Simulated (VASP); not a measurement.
Here is a VASP 6.6.1 calculation.

File INCAR:

```
ALGO = Normal
DIPOL = 0.5 0.5 0.372
EDIFF = 1E-7
ENCUT = 520
GGA = PE
IDIPOL = 3
ISIF = 2
ISMEAR = 0
IVDW = 12
LASPH = T
LCHARG = F
LDIPOL = T
LREAL = F
LWAVE = F
NBANDS = 31
NELM = 80
PREC = Accurate
SIGMA = 0.05
```

File KPOINTS:

```
k-points
0
Gamma
  9 9 1
```

Contents of POSCAR:

```
PtSe2
1.0
    3.7070359042      0.0000000000      0.0000000000
   -1.8535179521      3.2103872658      0.0000000000
    0.0000000000      0.0000000000     22.7981610971
Se Pt
4 2
Direct
    0.6666666667      0.3333333333      0.1973843408
    0.3333333333      0.6666666667      0.3132650200
    0.6666666667      1.3333333333      0.4305943974
    1.0000000000      1.0000000000      0.5467358413
    0.0000000000      0.0000000000      0.2556943806
    1.3333333333      1.6666666667      0.4885016253
```

Potentials or basis: VASP PAW PBE potentials, release 64 (Se, Pt).

The run is started by

```console
$ cat potpaw_PBE.64/Se/POTCAR potpaw_PBE.64/Pt/POTCAR > POTCAR
$ mpirun -np 1 vasp_std > vasp.out
```

Estimate the band gap on the k mesh.

0.54 eV (least direct gap 1.09 eV).

What does it give for the dispersion energy per atom?

-0.374 eV.

Forces in eV/Å, atoms in the order of the input:
```
Se   0.000  0.000  0.002
Se   0.000  0.000  0.001
Se   0.000  0.000 -0.001
Se   0.000  0.000  0.000
Pt   0.000  0.000 -0.002
Pt   0.000  0.000  0.000
```

Caveat: the cell differs from its parent crystal (layers slid over each other, then relaxed in part); spin-orbit coupling is left out, which moves the levels of the heavy elements.
